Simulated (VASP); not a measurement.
The system is Ge3N4.

```xyz
14
Lattice="8.1294 0.0000 0.0000 -4.0647 7.0403 0.0000 0.0000 0.0000 3.1141" Properties=species:S:1:pos:R:3 pbc="T T T"
Ge    5.7834    1.6569    2.3356
Ge    1.4568    5.8370    0.7785
Ge    0.2619    2.8601    0.7785
Ge    3.8028    4.1801    2.3356
Ge    2.6079    1.2032    2.3356
Ge   -1.7187    5.3834    0.7785
N     4.0647    2.3468    2.3356
N     0.0000    4.6935    0.7785
N     1.4899    6.8467    2.3356
N     2.9449    4.7137    0.7785
N     6.6744    2.1331    0.7785
N    -2.6097    4.9072    2.3356
N     2.5748    0.1935    0.7785
N     1.1198    2.3266    2.3356
```

* Program: VASP 6.6.1
* Task: relaxation of cell and atoms
* Functional: PBE
* Dispersion: D3(BJ)
* Potentials or basis: VASP PAW PBE potentials, release 64 (Ge_d, N)
* Cutoff: 600 eV
* k mesh: 6 × 6 × 10
* Occupations: gaussian, width 0.02 eV
* Spin: no spin polarisation

At the start: pressure -3.5 GPa; volume 12.73 Å³/atom.

Problem. How do energy, volume and symmetry change on relaxing?

Solution. Over 17 steps the energy falls by 2.8 meV/atom and the volume is 12.48 Å³/atom (-2.0 %); space group P6_3/m (No. 176, to 0.1 Å) before and after.

The path:
```tsv
step	energy change (eV)	largest force (eV/Å)	pressure (GPa)	volume (Å³)
1	0.0000	0.0221	-3.50	178.23
2	0.0103	0.0631	4.25	171.15
3	-0.0378	0.0289	0.00	174.85
4	-0.0381	0.0337	-0.03	174.83
5	-0.0382	0.0436	-0.02	174.81
6	-0.0383	0.0358	0.02	174.79
7	-0.0386	0.0263	0.02	174.75
8	-0.0385	0.0552	0.07	174.66
9	-0.0386	0.0333	0.04	174.71
10	-0.0389	0.0264	0.02	174.72
11	-0.0393	0.0255	-0.04	174.74
12	-0.0393	0.0250	-0.06	174.75
13	-0.0395	0.0116	0.00	174.68
14	-0.0395	0.0116	0.02	174.67
15	-0.0395	0.0057	-0.02	174.69
16	-0.0395	0.0054	-0.01	174.69
17	-0.0395	0.0040	-0.01	174.69
```

Final structure:
```
CELL_PARAMETERS angstrom
8.07392 0.00000 0.00000
-4.03696 6.99222 0.00000
0.00000 0.00000 3.09428
ATOMIC_POSITIONS crystal
Ge 0.83043 0.23690 0.75000
Ge 0.59353 0.83043 0.25000
Ge 0.23690 0.40647 0.25000
Ge 0.76310 0.59353 0.75000
Ge 0.40647 0.16957 0.75000
Ge 0.16957 0.76310 0.25000
N 0.66667 0.33333 0.75000
N 0.33333 0.66667 0.25000
N 0.66961 0.97393 0.75000
N 0.69568 0.66961 0.25000
N 0.97393 0.30432 0.25000
N 0.02607 0.69568 0.75000
N 0.33039 0.02607 0.25000
N 0.30432 0.33039 0.75000
```
